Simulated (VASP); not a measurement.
Here is a VASP 6.6.1 calculation.

INCAR

```
PREC = Accurate
ENCUT = 520
EDIFF = 1E-6
ISMEAR = 0
SIGMA = 0.05
LREAL = Auto
LASPH = True
NELM = 100
ALGO = Normal
ISIF = 2
LWAVE = False
LCHARG = False
LDIPOL = True
IDIPOL = 3
DIPOL = 0.5 0.5 0.499
GGA = PS
NBANDS = 46
```

File KPOINTS:

```
Automatic mesh
0
Gamma
  7 3 1
```

The input POSCAR:

```
AlP
1.0
    3.8681183878      0.0000000000      0.0000000000
    0.0000000000     10.9406909697      0.0000000000
    0.0000000000      0.0000000000     20.8021775816
Al P
8 8
Direct
    0.5000000000      0.7500000000      0.3605391777
    0.5000000000      0.2500000000      0.3605391777
    0.0000000000      0.5000000000      0.4535130592
    0.0000000000      0.0000000000      0.4535130592
    0.5000000000      0.2503886637      0.5501121715
    0.5000000000      0.7503886637      0.5501121715
    0.0000000000     -0.0364468695      0.6175992919
    0.0000000000      0.4635531305      0.6175992919
    0.0000000000      0.1250000000      0.3605391777
    0.0000000000      0.6250000000      0.3605391777
    0.5000000000      0.8750000000      0.4535130592
    0.5000000000      0.3750000000      0.4535130592
    0.0000000000      0.6268272636      0.5467953095
    0.0000000000      0.1268272636      0.5467953095
    0.5000000000      0.3611778016      0.6472946600
    0.5000000000      0.8611778016      0.6472946600
```

Potentials or basis: VASP PAW PBE potentials, release 64 (Al, P).

Launch:

```bash
$ cat potpaw_PBE.64/Al/POTCAR potpaw_PBE.64/P/POTCAR > POTCAR
$ mpirun -np 1 vasp_std > vasp.out
```

(1) What does it give for the band gap on the k mesh?

(2) Predict the largest force.

## Answers

(1) 1.03 eV.

(2) 2.000 eV/Å.

Caveat: the PAW data sets were made with another functional, which shifts forces and pressure a little.
